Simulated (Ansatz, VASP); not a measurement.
**InP: VASP beside Ansatz**

The input INCAR:

```
PREC     = Accurate       # precision mode
ENCUT    = 520            # plane-wave cutoff, eV
EDIFF    = 1E-8           # SCF threshold, eV
ISMEAR   = -1             # smearing method
SIGMA    = 0.03           # smearing width, eV
LREAL    = F              # projectors in reciprocal space
LASPH    = T              # aspherical terms in the spheres
NELM     = 100            # most SCF steps
ALGO     = Normal         # electronic algorithm
ISIF     = 2              # what is computed and relaxed
LWAVE    = F              # write WAVECAR
LCHARG   = F              # write CHGCAR
GGA      = PS             # functional
LEFG     = T            
NBANDS   = 16             # bands
```

Contents of KPOINTS:

```
Automatic mesh
0
Gamma
  11 11 11
```

POSCAR

```
InP
1.0
    0.0000000000      2.8550000000      2.7693500000
    2.8550000000      0.0000000000      2.7693500000
    2.8550000000      2.8550000000      0.0000000000
In P
1 1
Direct
    0.0000000000      0.0000000000      0.0000000000
    0.5000000000      0.5000000000      0.5000000000
```

Input for Ansatz:

```yaml
crystal:
  lattice:
    - [0.0, 2.855, 2.76935]
    - [2.855, 0.0, 2.76935]
    - [2.855, 2.855, 0.0]
  atoms:
    - { symbol: In, position: [0.0, 0.0, 0.0] }
    - { symbol: P, position: [0.5, 0.5, 0.5] }
kpoints:
  mp_grid: { grid: [11, 11, 11] }
scf:
  occupations: { method: fermi_dirac, width: 0.03 }
hamiltonian:
  xc: pbesol
  pseudopotentials: { kind: all_electron, datasets: crystal }
output:
  forces: true
  stress: true
  eigenvalues: true
  efg: { contact_densities: true }
```

Change from the starting cell: zz strain of -3 %, crystal datasets.

Alike in both runs: task electric field gradients; functional PBEsol; k mesh 11 × 11 × 11; occupations fermi-dirac, width 0.03 eV; no spin polarisation.

|  | VASP | Ansatz |
| --- | --- | --- |
| version | VASP 6.6.1 | Ansatz 0.2.0 |
| potentials or method | VASP PAW PBE potentials, release 64 (In_d, P), cutoff 520 eV | all-electron PAW with datasets made for the crystal, scalar-relativistic |

Ansatz gave:

* pressure (GPa): -6.8
* traceless stress, the component that is largest in VASP (GPa): 1.88
* size of Vzz on the site where it differs most (V/Å²): 28.0

Question: Which values does VASP return?

Answer: Pressure (GPa): -6.8; traceless stress, the component that is largest in VASP (GPa): 1.88; size of Vzz on the site where it differs most (V/Å²): 29.0.

VASP's potentials were made for PBE, not for PBEsol. Ansatz ran all-electron here, and VASP with PAW potentials.
